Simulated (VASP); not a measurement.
# Ta (Cmcm) in VASP: notebook

The runs below take Ta through single point, with PBE.

Program: VASP 6.6.1. These are calculated values, not measurements. Logs are shortened: lines on timing, memory, paths and dates and some standing lists are left out, and cuts for length are marked.

### 1 The cell of the first run

It takes space group Cmcm (No. 63, orthorhombic). Conventional cell: a = 3.319 Å, b = 4.693 Å, c = 4.693 Å, α = 90.00°, β = 90.00°, γ = 90.00°. Ta (site symmetry m2m) has 14 Ta at 2.87 to 3.43 Å within 3.8 Å.

### 2 Single point, PBE (atoms displaced along a vibrational mode)

File INCAR:

```
PREC = Accurate
ENCUT = 520
EDIFF = 1E-6
ISMEAR = 0
SIGMA = 0.15
LREAL = F
LASPH = T
NELM = 60
ALGO = Fast
ISIF = 2
LWAVE = F
LCHARG = F
GGA = PE
NBANDS = 18
```

File KPOINTS:

```
Automatic mesh
0
Gamma
  22 22 14
```

File POSCAR:

```
Ta
1.0
   -1.6593948201      1.6593948201      1.6593948201
    1.6593948201     -1.6593948201      1.6593948201
    3.3187896402      3.3187896402      0.0000000000
Ta
2
Direct
   -0.0159796234      0.0159796234      0.0000000000
    0.5159796234      0.4840203766      0.5000000000
```

Potentials or basis: VASP PAW PBE potentials, release 64 (Ta_pv).

Run with:

```bash
> cat potpaw_PBE.64/Ta_pv/POTCAR > POTCAR
> mpirun -np 1 vasp_std > vasp.out
```

OUTCAR:

```text
PREC = Accurate
   ENCUT = 520
   EDIFF = 1E-6
   ISMEAR = 0
   LREAL = F
   LASPH = T
   NELM = 60
   ISIF = 2
   GGA = PE

 ion  position               nearest neighbor table
   1  0.984  0.016  0.000-   2 2.88   2 2.88   2 2.88   2 2.88   2 3.21   2 3.21   2 3.43   2 3.43

   2  0.516  0.484  0.500-   1 2.88   1 2.88   1 2.88   1 2.88   1 3.21   1 3.21   1 3.43   1 3.43

  LATTYP: Found a base centered orthorhombic cell.
 ALAT       =     3.3187896402
 B/A-ratio  =     1.4142135624
 C/A-ratio  =     1.4142135624

  Lattice vectors:

 A1 = (  -1.6593948201,   1.6593948201,   1.6593948201)
 A2 = (   1.6593948201,  -1.6593948201,   1.6593948201)
 A3 = (   3.3187896402,   3.3187896402,   0.0000000000)

Analysis of symmetry for initial positions (statically):
=====================================================================
 Subroutine PRICEL returns:
 Original cell was already a primitive cell.

 Routine SETGRP: Setting up the symmetry group for a
 base centered orthorhombic supercell.

 Subroutine GETGRP returns: Found  8 space group operations
 (whereof  4 operations were pure point group operations)
 out of a pool of  8 trial point group operations.

The static configuration has the point symmetry C_2v.
 The point group associated with its full space group is D_2h.

Analysis of symmetry for dynamics (positions and initial velocities):
=====================================================================
 Subroutine PRICEL returns:
 Original cell was already a primitive cell.

 Routine SETGRP: Setting up the symmetry group for a
 base centered orthorhombic supercell.

 Subroutine GETGRP returns: Found  8 space group operations
 (whereof  4 operations were pure point group operations)
 out of a pool of  8 trial point group operations.

The dynamic configuration has the point symmetry C_2v.
 The point group associated with its full space group is D_2h.

 Subroutine INISYM returns: Found  8 space group operations
 (whereof  4 operations are pure point group operations),
 and found     1 'primitive' translations

----------------------------------------------------------------------------------------

                                     Primitive cell

  volume of cell :      36.5544

  direct lattice vectors                    reciprocal lattice vectors
    -1.659394820  1.659394820  1.659394820    -0.150657334  0.150657334  0.301314668
     1.659394820 -1.659394820  1.659394820     0.150657334 -0.150657334  0.301314668
     3.318789640  3.318789640  0.000000000     0.150657334  0.150657334  0.000000000

  length of vectors
     2.874156138  2.874156138  4.693477320     0.369033595  0.369033595  0.213061645

  position of ions in fractional coordinates (direct lattice)
     0.984020377  0.015979623  0.000000000
     0.515979623  0.484020377  0.500000000

  ion indices of the primitive-cell ions
   primitive index   ion index
                 1           1
                 2           2

----------------------------------------------------------------------------------------

 KPOINTS: Automatic mesh

Automatic generation of k-mesh.
 Grid dimensions read from file:
 generate k-points for:   22   22   14

 Generating k-lattice:

  Cartesian coordinates                     Fractional coordinates (reciprocal lattice)
    -0.006848061  0.006848061  0.013696121     0.045454545  0.000000000  0.000000000
     0.006848061 -0.006848061  0.013696121     0.000000000  0.045454545  0.000000000
     0.010761238  0.010761238  0.000000000     0.000000000  0.000000000  0.071428571

  Length of vectors
     0.016774254  0.016774254  0.015218689

  Shift w.r.t. Gamma in fractional coordinates (k-lattice)
     0.000000000  0.000000000  0.000000000

 Subroutine IBZKPT returns following result:
 ===========================================

 Found   1064 irreducible k-points:

 Following reciprocal coordinates:
            Coordinates               Weight
  0.000000  0.000000  0.000000      1.000000
  0.045455  0.000000  0.000000      4.000000
  0.090909  0.000000  0.000000      4.000000
  0.136364  0.000000  0.000000      4.000000
  0.181818  0.000000  0.000000      4.000000
  0.227273  0.000000  0.000000      4.000000
[... 16 lines left out ...]
  0.500000  0.045455  0.000000      4.000000
 -0.454545  0.045455  0.000000      4.000000
 [... further k-points ...]
   k-points           NKPTS =   1064   k-points in BZ     NKDIM =   1064   number of bands    NBANDS=     18
   number of dos      NEDOS =    301   number of ions     NIONS =      2
   total plane-waves  NPLWV =  20736
   dimension x,y,z NGX =    24 NGY =   24 NGZ =   36
   dimension x,y,z NGXF=    48 NGYF=   48 NGZF=   72
   ions per type =               2
   NGX,Y,Z   is equivalent  to a cutoff of  13.88, 13.88, 12.75 a.u.
   NGXF,Y,Z  is equivalent  to a cutoff of  27.76, 27.76, 25.50 a.u.
 SYSTEM =  unknown system
   PREC   = accura    normal or accurate (medium, high low for compatibility)
   ISTART =      0    job   : 0-new  1-cont  2-samecut
   ICHARG =      2    charge: 1-file 2-atom 10-const
   ISPIN  =      1    spin polarized calculation?
   LNONCOLLINEAR =      F non collinear calculations
   LSORBIT =      F    spin-orbit coupling
   LASPH  =      T    aspherical Exc in radial PAW
   ENCUT  =  520.0 eV  38.22 Ry    6.18 a.u.   5.34  5.34  8.73*2*pi/ulx,y,z
   NELM   =     60;   NELMIN=  2; NELMDL= -5     # of ELM steps
   EDIFF  = 0.1E-05   stopping-criterion for ELM
   LREAL  =      F    real-space projection
   EDIFFG = 0.1E-04   stopping-criterion for IOM
   NSW    =      0    number of steps for IOM
   IBRION =     -1    ionic relax: 0-MD 1-quasi-New 2-CG
   NFREE  =      0    steps in history (QN), initial steepest desc. (CG)
   ISIF   =      2    stress and relaxation
   ISYM   =      2    0-nonsym 1-usesym 2-fastsym
   POTIM  = 0.5000    time-step for ionic-motion
   TEBEG  =    0.0;   TEEND  =   0.0 temperature during run
   PSTRESS=    0.0 pullay stress
   NELECT =      22.0000    total number of electrons
   NUPDOWN=      -1.0000    fix difference up-down
   EMIN   =  10.00;   EMAX   =-10.00  energy-range for DOS
   EFERMI =   0.00;   METHOD = LEGACY
   ISMEAR =     0;   SIGMA  =   0.15  broadening in eV -4-tet -1-fermi 0-gaus
   EFERMI_NEDOS =   21; number of points for ismear=-14 and -15
   IALGO  =     68    algorithm
   IMIX   =      4    mixing-type and parameters
     AMIX     =   0.40;   BMIX     =  1.00
     AMIX_MAG =   1.60;   BMIX_MAG =  1.00
  volume/ion in A,a.u.               =      18.28       123.34
  Fermi-wavevector in a.u.,A,eV,Ry     =   1.382195  2.611970 25.993429  1.910463
  Thomas-Fermi vector in A             =   2.506909
   LORBIT       =      0    0 simple, 1 ext, 2 COOP (PROOUT), +10 PAW based schemes
   GGA     = PE    functional components
   LHFCALC =     F    Hartree Fock is set to
   AEXX    =    0.0000 exact exchange contribution
   IVDW    =     0    specifies the selected vdW correction
   LEPSILON=     F    determine dielectric tensor
   LRPA    =     F    only Hartree local field effects (RPA)
 non-spin polarized calculation
 RMM-DIIS sequential band-by-band and
 Gauss-broadening in eV      SIGMA  =   0.15
  energy-cutoff  :      520.00
  volume of cell :       36.55
 maximum number of plane-waves:      1027
 NGX is ok and might be reduce to    24
   NGX = 11   NGY = 11   NGZ = 17

 number of electron      22.0000000 magnetization

 Free energy of the ion-electron system (eV)
  ---------------------------------------------------
  ext. energy  EPLUGINS =         0.00000000
  ---------------------------------------------------
  free energy    TOTEN  =       -23.61093534 eV

  energy without entropy =      -23.57996658  energy(sigma->0) =      -23.59545096

 E-fermi :   5.4042     XC(G=0): -12.5431

 val. band max:        5.4036080995   @ k =  -0.2273   0.2273   0.0714
 cond. band min:       5.4064767032   @ k =   0.3182   0.1364   0.1429
 fundamental gap:      0.0028686037
 Fermi energy:         5.4042243033

 k-point     1 :       0.0000    0.0000    0.0000
  band No.  band energies     occupation
      1     -28.8771      2.00000
      2     -28.1204      2.00000
      3     -27.7743      2.00000
      4     -27.7659      2.00000
      5     -27.7601      2.00000
      6     -27.7577      2.00000
[... 10 lines left out ...]
     17      10.2718      0.00000
     18      12.8705      0.00000

 k-point     2 :       0.0455    0.0000    0.0000
  band No.  band energies     occupation
      1     -28.8699      2.00000
      2     -28.1270      2.00000
      3     -27.7852      2.00000
      4     -27.7813      2.00000
      5     -27.7639      2.00000
      6     -27.7613      2.00000
[... 10 lines left out ...]
     17      10.3416      0.00000
     18      12.9611      0.00000

 k-point     3 :       0.0909    0.0000    0.0000
  band No.  band energies     occupation
      1     -28.8484      2.00000
      2     -28.1485      2.00000
      3     -27.8359      2.00000
      4     -27.8113      2.00000
      5     -27.7755      2.00000
      6     -27.7654      2.00000
[... 10 lines left out ...]
     17      10.4827      0.00000
     18      13.2425      0.00000

 k-point     4 :       0.1364    0.0000    0.0000
  band No.  band energies     occupation
      1     -28.8132      2.00000
      2     -28.1890      2.00000
      3     -27.9214      2.00000
      4     -27.8446      2.00000
      5     -27.7948      2.00000
      6     -27.7720      2.00000
[... 375 lines left out ...]
      4     -28.1901      2.00000
      5     -27.9330      2.00000
      6     -27.8612      2.00000
[... 10 lines left out ...]
     17      12.4867      0.00000
     18      14.4622      0.00000

 k-point    23 :       0.5000    0.0455    0.0000
  band No.  band energies     occupation
      1     -28.6971      2.00000
      2     -28.6580      2.00000
      3     -28.2954      2.00000
      4     -28.1685      2.00000
      5     -27.9274      2.00000
      6     -27.8604      2.00000
[... 10 lines left out ...]
     17      13.4522      0.00000
     18      13.6041      0.00000

 k-point    24 :      -0.4545    0.0455    0.0000
  band No.  band energies     occupation
      1     -28.6845      2.00000
      2     -28.6337      2.00000
      3     -28.3705      2.00000
      4     -28.0972      2.00000
      5     -27.9237      2.00000
      6     -27.8544      2.00000
[... 10 lines left out ...]
     17      12.4161      0.00000
     18      14.7043      0.00000

 [... further k-points ...]

------------------------ aborting loop because EDIFF is reached ----------------------------------------

  FORCE on cell =-STRESS in cart. coord.  units (eV):
  Direction    XX          YY          ZZ          XY          YZ          ZX
  --------------------------------------------------------------------------------------
  -------------------------------------------------------------------------------------
  Total        0.1198504      0.1198504      0.1479898     -0.0171355      0.0000000      0.0000000
  in kB        5.2530428      5.2530428      6.4863939     -0.7510493      0.0000000      0.0000000
  external PRESSURE =       5.6641598 kB  Pullay stress =       0.0000000 kB

 VOLUME and BASIS-vectors are now :
 -----------------------------------------------------------------------------
  energy-cutoff  :      520.00
  volume of cell :       36.55
      direct lattice vectors                 reciprocal lattice vectors
    -1.659394820  1.659394820  1.659394820    -0.150657334  0.150657334  0.301314668
     1.659394820 -1.659394820  1.659394820     0.150657334 -0.150657334  0.301314668
     3.318789640  3.318789640  0.000000000     0.150657334  0.150657334  0.000000000

 POSITION                                       TOTAL-FORCE (eV/Angst)
 -----------------------------------------------------------------------------------
     -1.60636      1.60636      1.65939        -0.271099      0.271099      0.000000
      1.60636      1.71243      1.65939         0.271099     -0.271099      0.000000
 -----------------------------------------------------------------------------------
    total drift:                               -0.000000      0.000000     -0.000000

  FREE ENERGIE OF THE ION-ELECTRON SYSTEM (eV)
  ---------------------------------------------------
  free  energy   TOTEN  =       -23.6109353392 eV

  energy  without entropy=      -23.5799665763  energy(sigma->0) =      -23.59545096
```

Run time: 3.7 min. Hardware: 1 thread of Intel Xeon 6975P-C (Granite Rapids), shared host; peak memory 0.64 GiB.

Results:

```yaml
Free_energy: -23.6109 eV
Pressure: 0.6 GPa
Largest_force: 0.383 eV/Å
Band_gap_on_the_k_mesh: zero (bands 11 and 12 overlap by 2.77 eV)
```

Forces in eV/Å, atoms in the order of the input:
```
Ta  -0.271  0.271  0.000
Ta   0.271 -0.271  0.000
```

Levels at points of the mesh, in eV from the Fermi level:
```
           k point  band 7  band 8  band 9  band 10  band 11  band 12  band 13  band 14  band 15  band 16
(0.00, 0.00, 0.00)   -7.90   -4.35   -1.52     0.66     0.75     0.75     1.49     3.75     3.84     3.88
(0.50, 0.00, 0.00)   -3.19   -3.09   -1.76    -1.10    -0.85    -0.24     2.87     4.26     4.63     4.78
(0.50, 0.50, 0.00)   -4.32   -3.75   -3.72    -1.52     1.43     3.74     4.50     6.66     6.72     6.76
(0.00, 0.00, 0.50)   -5.63   -5.63   -0.60    -0.60    -0.11    -0.11     3.13     3.13     3.31     3.31
(0.50, 0.00, 0.50)   -4.34   -4.34   -1.52    -1.52     1.48     1.48     3.74     3.74     4.80     4.80
(0.50, 0.50, 0.50)   -3.00   -3.00   -1.84    -1.84     1.08     1.08     1.72     1.72     7.13     7.13
```

Caveat: the cell differs from its parent crystal (atoms displaced along a vibrational mode); spin-orbit coupling is left out, which moves the levels of the heavy elements.

### 3 Single point, PBE (atoms displaced along a vibrational mode)

File INCAR:

```
SYSTEM = Ta
  ALGO = Fast
  EDIFF = 1E-7
  ENCUT = 520
  GGA = PE
  ISIF = 2
  ISMEAR = 0
  LASPH = .TRUE.
  LCHARG = .FALSE.
  LREAL = .FALSE.
  LWAVE = .FALSE.
  NBANDS = 18
  NELM = 80
  PREC = Accurate
  SIGMA = 0.15
```

File KPOINTS:

```
k-points
0
G
  22 22 14
  0 0 0
```

File POSCAR:

```
Ta
1.0
   -1.6593948201      1.6593948201      1.6593948201
    1.6593948201     -1.6593948201      1.6593948201
    3.3187896402      3.3187896402      0.0000000000
Ta
2
Direct
   -0.0372857879      0.0372857879      0.0000000000
    0.5372857879      0.4627142121      0.5000000000
```

Potentials or basis: VASP PAW PBE potentials, release 64 (Ta_pv).

Run with:

```bash
> cat potpaw_PBE.64/Ta_pv/POTCAR > POTCAR
> mpirun -np 1 vasp_std > vasp.out
```

Run time: 8.8 min. Hardware: 1 thread of Oxide Virtual Turin-like, shared host; peak memory 0.59 GiB.

It converged, with:

```
Free energy            : -23.4897 eV
Pressure               : 1.7 GPa
Largest force          : 0.813 eV/Å
Band gap on the k mesh : zero (bands 11 and 12 overlap by 2.36 eV)
```

Forces in eV/Å, atoms in the order of the input:
```
Ta  -0.575  0.575  0.000
Ta   0.575 -0.575  0.000
```

Stress tensor (GPa, compression positive):
```
1.67 0.51 0.00
0.51 1.67 0.00
0.00 0.00 1.80
```

Levels at points of the mesh, in eV from the Fermi level:
```csv
k point,band 7,band 8,band 9,band 10,band 11,band 12,band 13,band 14,band 15,band 16
"(0.00, 0.00, 0.00)",-8.04,-4.49,-1.59,0.37,0.81,0.83,1.35,3.37,3.42,3.59
"(0.50, 0.00, 0.00)",-3.50,-3.29,-2.31,-1.17,-0.79,0.14,2.04,4.41,4.75,5.18
"(0.50, 0.50, 0.00)",-4.33,-3.89,-3.71,-1.60,1.06,3.41,3.42,6.43,6.72,6.93
"(0.00, 0.00, 0.50)",-5.77,-5.77,-0.86,-0.86,-0.26,-0.26,2.57,2.57,3.42,3.42
"(0.50, 0.00, 0.50)",-4.44,-4.44,-1.59,-1.59,1.31,1.31,3.38,3.38,4.66,4.66
"(0.50, 0.50, 0.50)",-3.39,-3.39,-1.82,-1.82,0.94,0.94,1.80,1.80,6.99,6.99
```

Caveat: the cell differs from its parent crystal (atoms displaced along a vibrational mode); spin-orbit coupling is left out, which moves the levels of the heavy elements.

### 4 Single point, PBE (atoms displaced along a vibrational mode)

File INCAR:

```
PREC = Accurate
ENCUT = 520
EDIFF = 1E-6
ISMEAR = 0
SIGMA = 0.15
LREAL = False
LASPH = True
NELM = 100
ALGO = Fast
ISIF = 2
LWAVE = False
LCHARG = True
GGA = PE
LELF = True
LVHAR = True
NBANDS = 18
```

File KPOINTS:

```
regular mesh
0
Gamma
  22 22 14
```

File POSCAR:

```
Ta
1.0
   -1.6593948201      1.6593948201      1.6593948201
    1.6593948201     -1.6593948201      1.6593948201
    3.3187896402      3.3187896402      0.0000000000
Ta
2
Direct
   -0.0266327057      0.0266327057      0.0000000000
    0.5266327057      0.4733672943      0.5000000000
```

Run with:

```bash
> cat potpaw_PBE.64/Ta_pv/POTCAR > POTCAR
> mpirun -np 1 vasp_std > vasp.out
```

Run time: 8.8 min. Hardware: 1 thread of Oxide Virtual Turin-like, shared host; peak memory 0.59 GiB.

Results (log left out):

```yaml
Free_energy: -23.5610 eV
Pressure: 1.0 GPa
Largest_force: 0.610 eV/Å
Band_gap_on_the_k_mesh: zero (bands 11 and 12 overlap by 2.58 eV)
```

Forces in eV/Å, atoms in the order of the input:
```
Ta  -0.431  0.431  0.000
Ta   0.431 -0.431  0.000
```

Stress tensor (GPa, compression positive):
```
0.99 0.03 0.00
0.03 0.99 0.00
0.00 0.00 1.15
```

Levels at points of the mesh, in eV from the Fermi level:
```
           k point  band 9  band 10  band 11  band 12  band 13  band 14
(0.00, 0.00, 0.00)   -1.55     0.54     0.77     0.78     1.43     3.61
(0.50, 0.00, 0.00)   -2.03    -1.03    -0.93    -0.04     2.43     4.53
(0.50, 0.50, 0.00)   -3.72    -1.55     1.27     3.60     4.01     6.56
(0.00, 0.00, 0.50)   -0.71    -0.71    -0.18    -0.18     2.85     2.85
(0.50, 0.00, 0.50)   -1.55    -1.55     1.40     1.40     3.58     3.58
(0.50, 0.50, 0.50)   -1.83    -1.83     1.02     1.02     1.75     1.75
```

Caveat: the cell differs from its parent crystal (atoms displaced along a vibrational mode); spin-orbit coupling is left out, which moves the levels of the heavy elements.

### 5 Overview

```tsv
cell	further INCAR settings	gap on the mesh (eV)	pressure (GPa)	largest force (eV/Å)
as given, atomic positions A	ALGO = Fast; EDIFF = 1e-06; NBANDS = 18	none	0.6	0.38
as given, atomic positions B	ALGO = Fast; EDIFF = 1e-07; NBANDS = 18	none	1.7	0.81
as given, atomic positions C	ALGO = Fast; EDIFF = 1e-06; NBANDS = 18	none	1.0	0.61
```

Alike in all rows: task single point; level PBE; potentials or basis VASP PAW PBE potentials, release 64 (Ta_pv); no spin polarisation; k mesh 22 × 22 × 14; cutoff (eV) 520; smearing gaussian 0.15 eV.

Caveats: spin-orbit coupling is left out, which moves the levels of the heavy elements.

Total energies depend on the potentials used, so only differences within one code and one set of settings carry meaning.
